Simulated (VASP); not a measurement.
KF, 2 atoms in the cell. The structure is tetragonal, space group I4/mmm (No. 139). The conventional cell has a = 3.875 Å, b = 3.875 Å, c = 5.614 Å, α = 90.00°, β = 90.00°, γ = 90.00°. K (site symmetry 4/mmm) has 6 F at 2.74 to 2.81 Å within 3.6 Å. Within 3.6 Å of F (site symmetry 4/mmm) lie 6 K at 2.74 to 2.81 Å.  This cell differs from its parent crystal: strain +0.025 along x and y, +0.050 along z.

| Quantity | Value |
| --- | --- |
| Program | VASP 6.6.1 |
| Task | single point |
| Functional | PBE |
| Potentials or basis | VASP PAW PBE potentials, release 64 (K_sv, F) |
| Cutoff | 520 eV |
| k mesh | 8 × 8 × 8 |
| Occupations | gaussian, width 0.05 eV |
| Spin | no spin polarisation |
| Dipole correction | no |
| Further INCAR settings | ALGO = Normal; EDIFF = 1e-06; NBANDS = 15 |

Potentials or basis: VASP PAW PBE potentials, release 64 (K_sv, F).

The run is started by

```bash
$ cat potpaw_PBE.64/K_sv/POTCAR potpaw_PBE.64/F/POTCAR > POTCAR
$ mpirun -np 1 vasp_std > vasp.out
```

Hardware: 1 thread of Intel(R) Xeon(R) Platinum 8259CL CPU @ 2.50GHz (Skylake/Cascade Lake), on a shared host.

How long does it take, and how much memory?

It took 35 s on 1 thread of Intel(R) Xeon(R) Platinum 8259CL CPU @ 2.50GHz (Skylake/Cascade Lake), on a shared host, peak memory 0.18 GiB. Counts: scf iterations 13, k points 59.
